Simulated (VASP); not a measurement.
# MgO in VASP: settings compared

Aim: see how the results for MgO move with the level of theory and the settings. Levels: r2SCAN, PBE. Tasks: single point.

Everything below comes from runs of VASP 6.6.1. Logs are shortened: lines on timing, memory, paths and dates and some standing lists are left out, and cuts for length are marked.

**1. The cell of the first run**

Symmetry: P6_3mc, No. 186, hexagonal system. Conventional cell: a = 3.288 Å, b = 3.288 Å, c = 5.034 Å, α = 90.00°, β = 90.00°, γ = 120.00°. Mg (site symmetry 3m) has 4 O at 1.97 to 1.99 Å within 2.6 Å. O (site symmetry 3m) has 4 Mg at 1.97 to 1.99 Å within 2.6 Å.

**2. Single point, r2SCAN**

POSCAR

```
MgO
1.0
    3.2882171726      0.0000000000      0.0000000000
   -1.6441085863      2.8476796046      0.0000000000
    0.0000000000      0.0000000000      5.0343664182
Mg O
2 2
Direct
    0.3333333333      0.6666666667     -0.0098385168
    0.6666666667      0.3333333333      0.4901614832
    0.3333333333      0.6666666667      0.3848385168
    0.6666666667      0.3333333333      0.8848385168
```

INCAR.step1

```
SYSTEM = MgO
ALGO = Normal
EDIFF = 1E-4
ENCUT = 520
GGA = PE
ISMEAR = 0
LASPH = .TRUE.
LCHARG = .FALSE.
LREAL = .FALSE.
LWAVE = .TRUE.
NBANDS = 16
NELM = 80
PREC = Accurate
SIGMA = 0.01
```

INCAR.step2

```
SYSTEM = MgO
ALGO = Normal
EDIFF = 1E-6
ENCUT = 520
ISIF = 2
ISMEAR = 0
ISTART = 1
LASPH = .TRUE.
LCHARG = .TRUE.
LELF = .TRUE.
LMIXTAU = .TRUE.
LREAL = .FALSE.
LVHAR = .TRUE.
LWAVE = .FALSE.
METAGGA = R2SCAN
NBANDS = 16
NELM = 80
PREC = Accurate
SIGMA = 0.01
```

KPOINTS

```
k-points
0
G
  12 12 6
  0 0 0
```

Potentials or basis: VASP PAW PBE potentials, release 64 (Mg, O).

Started as:

```console
$ cat potpaw_PBE.64/Mg/POTCAR potpaw_PBE.64/O/POTCAR > POTCAR
$ cp INCAR.step1 INCAR
$ mpirun -np 1 vasp_std > vasp.out
$ cp INCAR.step2 INCAR
$ mpirun -np 1 vasp_std > vasp.out
```

OUTCAR:

```text
SYSTEM = MgO
   EDIFF = 1E-6
   ENCUT = 520
   ISIF = 2
   ISMEAR = 0
   ISTART = 1
   LASPH = .TRUE.
   LREAL = .FALSE.
   METAGGA = R2SCAN
   NELM = 80
   PREC = Accurate

 ion  position               nearest neighbor table
   1  0.333  0.667  0.990-   4 1.97   4 1.97   4 1.97   3 1.99   2 3.15   2 3.15   2 3.15   2 3.15
                             2 3.15   2 3.15
   2  0.667  0.333  0.490-   3 1.97   3 1.97   3 1.97   4 1.99   1 3.15   1 3.15   1 3.15   1 3.15
                             1 3.15   1 3.15
   3  0.333  0.667  0.385-   2 1.97   2 1.97   2 1.97   1 1.99
   4  0.667  0.333  0.885-   1 1.97   1 1.97   1 1.97   2 1.99

  LATTYP: Found a hexagonal cell.
 ALAT       =     3.2882171726
 C/A-ratio  =     1.5310322141

  Lattice vectors:

 A1 = (   3.2882171726,   0.0000000000,   0.0000000000)
 A2 = (  -1.6441085863,   2.8476796046,   0.0000000000)
 A3 = (   0.0000000000,   0.0000000000,   5.0343664182)

Analysis of symmetry for initial positions (statically):
=====================================================================
 Subroutine PRICEL returns:
 Original cell was already a primitive cell.

 Routine SETGRP: Setting up the symmetry group for a
 hexagonal supercell.

 Subroutine GETGRP returns: Found 12 space group operations
 (whereof  6 operations were pure point group operations)
 out of a pool of 24 trial point group operations.

The static configuration has the point symmetry C_3v.
 The point group associated with its full space group is C_6v.

Analysis of symmetry for dynamics (positions and initial velocities):
=====================================================================
 Subroutine PRICEL returns:
 Original cell was already a primitive cell.

 Routine SETGRP: Setting up the symmetry group for a
 hexagonal supercell.

 Subroutine GETGRP returns: Found 12 space group operations
 (whereof  6 operations were pure point group operations)
 out of a pool of 24 trial point group operations.

The dynamic configuration has the point symmetry C_3v.
 The point group associated with its full space group is C_6v.

 Subroutine INISYM returns: Found 12 space group operations
 (whereof  6 operations are pure point group operations),
 and found     1 'primitive' translations

----------------------------------------------------------------------------------------

                                     Primitive cell

  volume of cell :      47.1407

  direct lattice vectors                    reciprocal lattice vectors
     3.288217173  0.000000000  0.000000000     0.304116166  0.175581550  0.000000000
    -1.644108586  2.847679605  0.000000000     0.000000000  0.351163101  0.000000000
     0.000000000  0.000000000  5.034366418     0.000000000  0.000000000  0.198634727

  length of vectors
     3.288217173  3.288217173  5.034366418     0.351163101  0.351163101  0.198634727

  position of ions in fractional coordinates (direct lattice)
     0.333333333  0.666666667  0.990161483
     0.666666667  0.333333333  0.490161483
     0.333333333  0.666666667  0.384838517
     0.666666667  0.333333333  0.884838517

  ion indices of the primitive-cell ions
   primitive index   ion index
                 1           1
                 2           2
                 3           3
                 4           4

----------------------------------------------------------------------------------------

 KPOINTS: k-points

Automatic generation of k-mesh.
 Grid dimensions read from file:
 generate k-points for:   12   12    6

 Generating k-lattice:

  Cartesian coordinates                     Fractional coordinates (reciprocal lattice)
     0.025343014  0.014631796  0.000000000     0.083333333  0.000000000  0.000000000
     0.000000000  0.029263592  0.000000000     0.000000000  0.083333333  0.000000000
     0.000000000  0.000000000  0.033105788     0.000000000  0.000000000  0.166666667

  Length of vectors
     0.029263592  0.029263592  0.033105788

  Shift w.r.t. Gamma in fractional coordinates (k-lattice)
     0.000000000  0.000000000  0.000000000

 Subroutine IBZKPT returns following result:
 ===========================================

 Found     76 irreducible k-points:

 Following reciprocal coordinates:
            Coordinates               Weight
  0.000000  0.000000  0.000000      1.000000
  0.083333  0.000000  0.000000      6.000000
  0.166667  0.000000  0.000000      6.000000
  0.250000  0.000000  0.000000      6.000000
  0.333333  0.000000  0.000000      6.000000
  0.416667  0.000000  0.000000      6.000000
[... 16 lines left out ...]
  0.250000  0.000000  0.166667     12.000000
  0.333333  0.000000  0.166667     12.000000
 [... further k-points ...]
   k-points           NKPTS =     76   k-points in BZ     NKDIM =     76   number of bands    NBANDS=     16
   number of dos      NEDOS =    301   number of ions     NIONS =      4
   total plane-waves  NPLWV =  23040
   dimension x,y,z NGX =    24 NGY =   24 NGZ =   40
   dimension x,y,z NGXF=    48 NGYF=   48 NGZF=   80
   ions per type =               2   2
   NGX,Y,Z   is equivalent  to a cutoff of  12.13, 12.13, 13.21 a.u.
   NGXF,Y,Z  is equivalent  to a cutoff of  24.27, 24.27, 26.42 a.u.
 SYSTEM =  MgO
   PREC   = accura    normal or accurate (medium, high low for compatibility)
   ISTART =      1    job   : 0-new  1-cont  2-samecut
   ICHARG =      0    charge: 1-file 2-atom 10-const
   ISPIN  =      1    spin polarized calculation?
   LNONCOLLINEAR =      F non collinear calculations
   LSORBIT =      F    spin-orbit coupling
   LASPH  =      T    aspherical Exc in radial PAW
   ENCUT  =  520.0 eV  38.22 Ry    6.18 a.u.   6.11  6.11  9.36*2*pi/ulx,y,z
   NELM   =     80;   NELMIN=  2; NELMDL=  0     # of ELM steps
   EDIFF  = 0.1E-05   stopping-criterion for ELM
   LREAL  =      F    real-space projection
   EDIFFG = 0.1E-04   stopping-criterion for IOM
   NSW    =      0    number of steps for IOM
   IBRION =     -1    ionic relax: 0-MD 1-quasi-New 2-CG
   NFREE  =      0    steps in history (QN), initial steepest desc. (CG)
   ISIF   =      2    stress and relaxation
   ISYM   =      2    0-nonsym 1-usesym 2-fastsym
   POTIM  = 0.5000    time-step for ionic-motion
   TEBEG  =    0.0;   TEEND  =   0.0 temperature during run
   PSTRESS=    0.0 pullay stress
   NELECT =      16.0000    total number of electrons
   NUPDOWN=      -1.0000    fix difference up-down
   EMIN   =  10.00;   EMAX   =-10.00  energy-range for DOS
   EFERMI =   0.00;   METHOD = LEGACY
   ISMEAR =     0;   SIGMA  =   0.01  broadening in eV -4-tet -1-fermi 0-gaus
   EFERMI_NEDOS =   21; number of points for ismear=-14 and -15
   IALGO  =     38    algorithm
   IMIX   =      4    mixing-type and parameters
     AMIX     =   0.40;   BMIX     =  1.00
     AMIX_MAG =   1.60;   BMIX_MAG =  1.00
  volume/ion in A,a.u.               =      11.79        79.53
  Fermi-wavevector in a.u.,A,eV,Ry     =   1.141956  2.157984 17.742859  1.304063
  Thomas-Fermi vector in A             =   2.278655
   LORBIT       =      0    0 simple, 1 ext, 2 COOP (PROOUT), +10 PAW based schemes
   METAGGA = R2SCAN    functional components
   LHFCALC =     F    Hartree Fock is set to
   AEXX    =    0.0000 exact exchange contribution
   IVDW    =     0    specifies the selected vdW correction
   LEPSILON=     F    determine dielectric tensor
   LRPA    =     F    only Hartree local field effects (RPA)
 non-spin polarized calculation
 Gauss-broadening in eV      SIGMA  =   0.01
  energy-cutoff  :      520.00
  volume of cell :       47.14
 maximum number of plane-waves:      1288
   NGX = 13   NGY = 13   NGZ = 19

 number of electron      16.0000010 magnetization

 Free energy of the ion-electron system (eV)
  ---------------------------------------------------
  ext. energy  EPLUGINS =         0.00000000
  ---------------------------------------------------
  free energy    TOTEN  =       -31.85554033 eV

  energy without entropy =      -31.85554033  energy(sigma->0) =      -31.85554033

 E-fermi :   0.8221     XC(G=0): -10.2038

 val. band max:        0.6742980880   @ k =   0.0000   0.0000   0.0000
 cond. band min:       4.8821432959   @ k =   0.0000   0.0000   0.0000
 fundamental gap:      4.2078452079
 Fermi energy:         0.8221025769

 k-point     1 :       0.0000    0.0000    0.0000
  band No.  band energies     occupation
      1     -16.4792      2.00000
      2     -15.7180      2.00000
      3      -2.5703      2.00000
      4      -0.0156      2.00000
      5      -0.0156      2.00000
      6       0.2980      2.00000
[... 8 lines left out ...]
     15      18.4109      0.00000
     16      18.4109      0.00000

 k-point     2 :       0.0833    0.0000    0.0000
  band No.  band energies     occupation
      1     -16.4449      2.00000
      2     -15.7054      2.00000
      3      -2.5017      2.00000
      4      -0.1836      2.00000
      5      -0.0643      2.00000
      6       0.0788      2.00000
[... 8 lines left out ...]
     15      18.3835      0.00000
     16      18.5816      0.00000

 k-point     3 :       0.1667    0.0000    0.0000
  band No.  band energies     occupation
      1     -16.3481      2.00000
      2     -15.6734      2.00000
      3      -2.3030      2.00000
      4      -0.6872      2.00000
      5      -0.3364      2.00000
      6      -0.1804      2.00000
[... 8 lines left out ...]
     15      17.4490      0.00000
     16      17.7066      0.00000

 k-point     4 :       0.2500    0.0000    0.0000
  band No.  band energies     occupation
      1     -16.2064      2.00000
      2     -15.6353      2.00000
      3      -1.9981      2.00000
      4      -1.3180      2.00000
      5      -0.7615      2.00000
      6      -0.3172      2.00000
[... 8 lines left out ...]
     15      16.7539      0.00000
     16      17.2710      0.00000
[... 324 lines left out ...]
 k-point    22 :       0.1667    0.0000    0.1667
  band No.  band energies     occupation
      1     -16.3049      2.00000
      2     -15.7209      2.00000
      3      -2.2049      2.00000
      4      -0.7150      2.00000
      5      -0.3915      2.00000
      6      -0.1502      2.00000
[... 8 lines left out ...]
     15      17.5015      0.00000
     16      17.5479      0.00000

 k-point    23 :       0.2500    0.0000    0.1667
  band No.  band energies     occupation
      1     -16.1691      2.00000
      2     -15.6746      2.00000
      3      -2.0136      2.00000
      4      -1.2922      2.00000
      5      -0.7592      2.00000
      6      -0.2805      2.00000
[... 8 lines left out ...]
     15      16.7710      0.00000
     16      17.2722      0.00000

 k-point    24 :       0.3333    0.0000    0.1667
  band No.  band energies     occupation
      1     -16.0188      2.00000
      2     -15.6384      2.00000
      3      -2.0585      2.00000
      4      -1.5834      2.00000
      5      -0.9923      2.00000
      6      -0.3981      2.00000
[... 8 lines left out ...]
     15      16.2647      0.00000
     16      17.4914      0.00000

 [... further k-points ...]
[... 5 lines left out ...]
  --------------------------------------------------------------------------------------
  -------------------------------------------------------------------------------------
  Total       -0.1655736     -0.1655736     -0.1448090     -0.0000000      0.0000000      0.0000000
  in kB       -5.6273674     -5.6273674     -4.9216376     -0.0000000      0.0000000      0.0000000
  external PRESSURE =      -5.3921241 kB  Pullay stress =       0.0000000 kB

 VOLUME and BASIS-vectors are now :
 -----------------------------------------------------------------------------
  energy-cutoff  :      520.00
  volume of cell :       47.14
      direct lattice vectors                 reciprocal lattice vectors
     3.288217173  0.000000000  0.000000000     0.304116166  0.175581550  0.000000000
    -1.644108586  2.847679605  0.000000000     0.000000000  0.351163101  0.000000000
     0.000000000  0.000000000  5.034366418     0.000000000  0.000000000  0.198634727

 POSITION                                       TOTAL-FORCE (eV/Angst)
 -----------------------------------------------------------------------------------
     -0.00000      1.89845      4.98484         0.000000     -0.000000      0.002051
      1.64411      0.94923      2.46765        -0.000000     -0.000000      0.002051
     -0.00000      1.89845      1.93742         0.000000      0.000000     -0.002051
      1.64411      0.94923      4.45460        -0.000000     -0.000000     -0.002051
 -----------------------------------------------------------------------------------
    total drift:                                0.000000      0.000000     -0.002325

  FREE ENERGIE OF THE ION-ELECTRON SYSTEM (eV)
  ---------------------------------------------------
  free  energy   TOTEN  =       -31.8555403251 eV

  energy  without entropy=      -31.8555403251  energy(sigma->0) =      -31.85554033
```

It took 52 s on 1 thread of Intel Xeon 6975P-C (Granite Rapids), shared host; peak memory 0.2 GiB.

What came out:

- Free energy: -31.8555 eV
- Pressure: -0.5 GPa
- Band gap on the k mesh: 4.21 eV, direct

Forces on the atoms (eV/Å):
```
Mg   0.000  0.000  0.002
Mg   0.000  0.000  0.002
O    0.000  0.000 -0.002
O    0.000  0.000 -0.002
```

Levels at points of the mesh, in eV from the valence-band top:
```
           k point  band 5  band 6  band 7  band 8  band 9  band 10  band 11  band 12
(0.00, 0.00, 0.00)   -0.69   -0.38   -0.38    0.00    4.21     9.43    11.17    15.24
(0.50, 0.00, 0.00)   -1.71   -1.23   -0.79   -0.47    8.59     8.84    10.13    11.74
(0.00, 0.00, 0.50)   -0.54   -0.54   -0.54   -0.54    6.72     6.72    14.18    14.18
(0.50, 0.00, 0.50)   -0.87   -0.87   -0.70   -0.70    8.15     8.15    11.81    11.81
```

Caveat: the PAW data sets were made with another functional, which shifts forces and pressure a little.

**3. Single point, r2SCAN (uniaxial z strain +1.5%)**

POSCAR

```
MgO
1.0
    3.2882171726      0.0000000000      0.0000000000
   -1.6441085863      2.8476796046      0.0000000000
    0.0000000000      0.0000000000      5.1098819145
Mg O
2 2
Direct
    0.3333333333      0.6666666667     -0.0076843109
    0.6666666667      0.3333333333      0.4923156891
    0.3333333333      0.6666666667      0.3826843109
    0.6666666667      0.3333333333      0.8826843109
```

INCAR.step1

```
PREC = Accurate
ENCUT = 520
ISMEAR = 0
SIGMA = 0.01
LREAL = False
LASPH = True
NELM = 100
NBANDS = 16
GGA = PE
ALGO = Normal
EDIFF = 1E-4
LWAVE = True
LCHARG = False
```

INCAR.step2

```
PREC = Accurate
ENCUT = 520
EDIFF = 1E-7
ISMEAR = 0
SIGMA = 0.01
LREAL = False
LASPH = True
NELM = 100
ALGO = Normal
ISIF = 2
LWAVE = False
LCHARG = False
METAGGA = R2SCAN
LMIXTAU = True
NBANDS = 16
ISTART = 1
```

KPOINTS

```
Automatic mesh
0
Gamma
  12 12 6
```

Potentials or basis: VASP PAW PBE potentials, release 64 (Mg, O).

Started as:

```console
$ cat potpaw_PBE.64/Mg/POTCAR potpaw_PBE.64/O/POTCAR > POTCAR
$ cp INCAR.step1 INCAR
$ mpirun -np 1 vasp_std > vasp.out
$ cp INCAR.step2 INCAR
$ mpirun -np 1 vasp_std > vasp.out
```

Wall time 65 s (1 thread of Intel Xeon 6975P-C (Granite Rapids), shared host); peak memory 0.2 GiB.

It converged, with:

| Property | Result |
| --- | --- |
| Free energy | -31.8498 eV |
| Pressure | -2.2 GPa |
| Largest force | 0.003 eV/Å |
| Band gap on the k mesh | 4.18 eV, direct |

Forces in eV/Å, atoms in the order of the input:
```
Mg   0.000  0.000  0.003
Mg   0.000  0.000  0.003
O    0.000  0.000 -0.003
O    0.000  0.000 -0.003
```

Stress tensor (GPa, compression positive):
```
-1.97  0.00  0.00
 0.00 -1.97  0.00
 0.00  0.00 -2.51
```

Levels at points of the mesh, in eV from the valence-band top:
```tsv
k point	band 6	band 7	band 8	band 9	band 10	band 11
(0.00, 0.00, 0.00)	-0.29	-0.29	0.00	4.18	9.36	11.00
(0.50, 0.00, 0.00)	-1.12	-0.74	-0.41	8.61	8.75	10.07
(0.00, 0.00, 0.50)	-0.44	-0.44	-0.44	6.65	6.65	14.00
(0.50, 0.00, 0.50)	-0.78	-0.67	-0.67	8.13	8.13	11.73
```

Caveat: the cell differs from its parent crystal (uniaxial z strain +1.5%); the PAW data sets were made with another functional, which shifts forces and pressure a little. A k mesh can miss the band edges.

**4. Single point, PBE (shear xy strain -0.5%)**

INCAR

```
SYSTEM = MgO
PREC = Accurate
ENCUT = 520
EDIFF = 1E-7
ISMEAR = -1
SIGMA = 0.02
LREAL = .False.
LASPH = .True.
NELM = 80
ALGO = Normal
ISIF = 2
LWAVE = .False.
LCHARG = .False.
GGA = PE
NBANDS = 16
```

KPOINTS

```
Automatic mesh
0
Gamma
  12 12 6
  0 0 0
```

POSCAR

```
MgO
1.0
    3.2882171726     -0.0082205429      0.0000000000
   -1.6512277853      2.8517898761      0.0000000000
    0.0000000000      0.0000000000      5.0343664182
Mg O
2 2
Direct
    0.3337651203      0.6666676431     -0.0098710909
    0.6662348797      0.3333323569      0.4901289091
    0.3342192803      0.6666738083      0.3848710909
    0.6657807197      0.3333261917      0.8848710909
```

Started as:

```console
$ cat potpaw_PBE.64/Mg/POTCAR potpaw_PBE.64/O/POTCAR > POTCAR
$ mpirun -np 1 vasp_std > vasp.out
```

It took 63 s on 1 thread of Intel Xeon 6975P-C (Granite Rapids), shared host; peak memory 0.32 GiB.

It converged, with:

```
Free energy            : -23.5185 eV
Pressure               : 3.5 GPa
Largest force          : 0.013 eV/Å
Band gap on the k mesh : 3.54 eV, direct
```

Forces in eV/Å, atoms in the order of the input:
```
Mg   0.001  0.000 -0.013
Mg  -0.001  0.000 -0.013
O   -0.001  0.000  0.013
O    0.001  0.000  0.013
```

Stress tensor (GPa, compression positive):
```
3.56 0.23 0.00
0.23 3.57 0.00
0.00 0.00 3.47
```

Levels at points of the mesh, in eV from the valence-band top:
| k point | band 5 | band 6 | band 7 | band 8 | band 9 | band 10 | band 11 | band 12 |
| --- | --- | --- | --- | --- | --- | --- | --- | --- |
| (0.00, 0.00, 0.00) | -0.66 | -0.37 | -0.36 | 0.00 | 3.54 | 8.57 | 10.31 | 14.24 |
| (0.50, 0.00, 0.00) | -1.70 | -1.23 | -0.78 | -0.48 | 7.87 | 8.08 | 9.29 | 10.79 |
| (0.00, 0.50, 0.00) | -1.70 | -1.21 | -0.79 | -0.46 | 7.87 | 8.08 | 9.29 | 10.79 |
| (0.50, 0.50, 0.00) | -1.71 | -1.19 | -0.79 | -0.45 | 7.87 | 8.09 | 9.30 | 10.79 |
| (0.00, 0.00, 0.50) | -0.54 | -0.54 | -0.51 | -0.51 | 6.02 | 6.02 | 13.19 | 13.19 |
| (0.50, 0.00, 0.50) | -0.87 | -0.87 | -0.69 | -0.69 | 7.43 | 7.43 | 10.88 | 10.88 |
| (0.00, 0.50, 0.50) | -0.86 | -0.86 | -0.69 | -0.69 | 7.43 | 7.43 | 10.87 | 10.87 |
| (0.50, 0.50, 0.50) | -0.84 | -0.84 | -0.69 | -0.69 | 7.42 | 7.42 | 10.86 | 10.86 |

Caveat: the cell differs from its parent crystal (shear xy strain -0.5%).

(Continued in part 2 of 2.)
